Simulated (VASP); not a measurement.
Set up this calculation in VASP 6.6.1, as the native input.

```
Task                   : single point
Functional             : r2SCAN
Potentials or basis    : VASP PAW PBE potentials, release 64 (Na_pv, Cl)
Cutoff                 : 520 eV
k mesh                 : 8 × 8 × 8
Occupations            : gaussian, width 0.01 eV
Spin                   : no spin polarisation
Dipole correction      : no
Further INCAR settings : ALGO = Normal; EDIFF = 1e-07; NBANDS = 14
```

Crystal: NaCl.

```
CELL_PARAMETERS angstrom
0.03519 2.80987 2.80987
2.80987 0.03519 2.80987
2.80987 2.80987 0.03519
ATOMIC_POSITIONS crystal
Na 0.00000 0.00000 0.00000
Cl 0.50000 0.50000 0.50000
```

This cell differs from its parent crystal: epitaxial 111 strain -1.0%.

The input as run:

POSCAR

```
NaCl
1.0
    0.0351940362      2.8098658733      2.8098658733
    2.8098658733      0.0351940362      2.8098658733
    2.8098658733      2.8098658733      0.0351940362
Na Cl
1 1
Direct
    0.0000000000      0.0000000000      0.0000000000
    0.5000000000      0.5000000000      0.5000000000
```

INCAR.step1

```
SYSTEM = NaCl
  PREC = Accurate
  ENCUT = 520
  ISMEAR = 0
  SIGMA = 0.01
  LREAL = .FALSE.
  LASPH = .TRUE.
  NELM = 60
  NBANDS = 14
  GGA = PE
  ALGO = Normal
  EDIFF = 1E-4
  LWAVE = .TRUE.
  LCHARG = .FALSE.
```

INCAR.step2

```
SYSTEM = NaCl
  PREC = Accurate
  ENCUT = 520
  EDIFF = 1E-7
  ISMEAR = 0
  SIGMA = 0.01
  LREAL = .FALSE.
  LASPH = .TRUE.
  NELM = 60
  ALGO = Normal
  ISIF = 2
  LWAVE = .FALSE.
  LCHARG = .FALSE.
  METAGGA = R2SCAN
  LMIXTAU = .TRUE.
  NBANDS = 14
  ISTART = 1
```

KPOINTS

```
Automatic mesh
0
G
  8 8 8
  0 0 0
```

Potentials or basis: VASP PAW PBE potentials, release 64 (Na_pv, Cl).

Launch:

```bash
$ cat potpaw_PBE.64/Na_pv/POTCAR potpaw_PBE.64/Cl/POTCAR > POTCAR
$ cp INCAR.step1 INCAR
$ mpirun -np 1 vasp_std > vasp.out
$ cp INCAR.step2 INCAR
$ mpirun -np 1 vasp_std > vasp.out
```

It gave:

| Property | Result |
| --- | --- |
| Pressure | 0.2 GPa |
| Band gap on the k mesh | 6.02 eV, direct |

Caveat: the cell differs from its parent crystal (epitaxial 111 strain -1.0%); the PAW data sets were made with another functional, which shifts forces and pressure a little.

It took 74 s on 1 thread of Intel(R) Xeon(R) 6975P-C (Granite Rapids), on a shared host, peak memory 0.18 GiB.
